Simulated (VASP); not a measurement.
Here is a VASP 6.6.1 calculation.

The input INCAR:

```
PREC = Accurate
ENCUT = 520
EDIFF = 1E-7
ISMEAR = 0
SIGMA = 0.1
LREAL = False
LASPH = True
NELM = 150
ALGO = Normal
ISIF = 2
LWAVE = False
LCHARG = False
ISPIN = 2
MAGMOM = 1 0 0 0 0
LORBIT = 11
LMAXMIX = 4
GGA = PE
NBANDS = 33
```

KPOINTS

```
regular mesh
0
Gamma
  6 6 6
```

POSCAR

```
ScInS3
1.0
    3.2828695666      1.8953656280      3.3450255773
   -3.2828695666      1.8953656280      3.3450255773
    0.0000000000     -3.7907312560      3.3450255773
Sc In S
1 1 3
Direct
    0.5000000000      0.5000000000      0.5000000000
    0.0000000000      0.0000000000      0.0000000000
    0.5000000000      0.1318273674      0.8681726326
    0.1318273674      0.8681726326      0.5000000000
    0.8681726326      0.5000000000      0.1318273674
```

Potentials or basis: VASP PAW PBE potentials, release 64 (Sc_sv, In_d, S).

Command:

```sh
$ cat potpaw_PBE.64/Sc_sv/POTCAR potpaw_PBE.64/In_d/POTCAR potpaw_PBE.64/S/POTCAR > POTCAR
$ mpirun -np 1 vasp_std > vasp.out
```

(1) Estimate the largest force.

(2) Predict the band gap on the k mesh.

(3) Estimate the pressure.

Results:

(1) 0.022 eV/Å.

(2) zero (filled and empty bands overlap).

(3) 0.2 GPa.

Caveat: semilocal functionals underestimate gaps, and a narrow one can read as zero; spin-orbit coupling is left out, which moves the levels of the heavy elements.
